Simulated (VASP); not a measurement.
Wanted: the native input for a VASP 6.6.1 run.

```
Task                   : single point
Functional             : PBEsol
Potentials or basis    : VASP PAW PBE potentials, release 64 (Pt)
Cutoff                 : 500 eV
k mesh                 : 16 × 16 × 16
Occupations            : gaussian, width 0.1 eV
Spin                   : collinear spin, zero start
Starting moments       : [0.0] μB
Dipole correction      : no
Further INCAR settings : ALGO = Normal; EDIFF = 1e-06; NBANDS = 15
```

The structure of Pt lies in POSCAR:

```
Pt
1.0
    0.0123536700      1.9990983320      1.9803717370
    1.8748949260      0.0683765830      1.9243488240
    1.9281921880      1.9963726810      0.0150793210
Pt
1
Direct
    0.0000000000      0.0000000000      0.0000000000
```

These files were run (other wordings do the same):

INCAR

```
PREC = Accurate
ENCUT = 500
EDIFF = 1E-6
ISMEAR = 0
SIGMA = 0.1
LREAL = F
LASPH = T
NELM = 200
ALGO = Normal
ISIF = 2
LWAVE = F
LCHARG = T
ISPIN = 2
MAGMOM = 0
LORBIT = 11
LMAXMIX = 4
GGA = PS
LELF = T
LVHAR = T
NBANDS = 15
GGA_COMPAT = F
```

KPOINTS

```
Automatic mesh
0
Gamma
  16 16 16
```

Potentials or basis: VASP PAW PBE potentials, release 64 (Pt).

Launch:

```sh
$ cat potpaw_PBE.64/Pt/POTCAR > POTCAR
$ mpirun -np 1 vasp_std > vasp.out
```

It gave:

```json
{"Pressure": "12.7 GPa", "Band gap on the k mesh": "zero (filled and empty bands overlap)", "Net moment": "0.00 μB per cell", "Valence electrons inside the program's atomic spheres": "Pt 9.41"}
```

Caveat: the PAW data sets were made with another functional, which shifts forces and pressure a little; spin-orbit coupling is left out, which moves the levels of the heavy elements.

Run time: 7.3 min on 1 thread of Intel(R) Xeon(R) Platinum 8488C (Sapphire Rapids), on a shared host, peak memory 0.66 GiB.
